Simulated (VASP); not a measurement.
The system is TePb.

```
Pb Te
1.0
     0.00000    3.26784    3.26784
     3.26784    0.00000    3.26784
     3.26784    3.26784    0.00000
Pb Te
1 1
Direct
  0.00000 0.00000 0.00000
  0.50000 0.50000 0.50000
```

Base run:

* Program: VASP 6.6.1
* Functional: r2SCAN
* Potentials or basis: VASP PAW PBE potentials, release 64 (Pb_d, Te)
* Cutoff: 520 eV
* k mesh: 8 × 8 × 8
* Occupations: gaussian, width 0.01 eV
* Spin: no spin polarisation

Its results: band gap on the k mesh 1.09 eV, direct; pressure 0.0 GPa.

The run is repeated on the same cell with these changes: functional from r2SCAN to PBE; occupations from gaussian, width 0.01 eV to fermi-dirac, width 0.02 eV. What comes out?

Band gap on the k mesh 0.80 eV, direct; pressure 0.6 GPa.

Caveats: spin-orbit coupling is left out, which moves the levels of the heavy elements; the PAW data sets were made with another functional, which shifts forces and pressure a little (some runs).

A k mesh can miss the band edges.
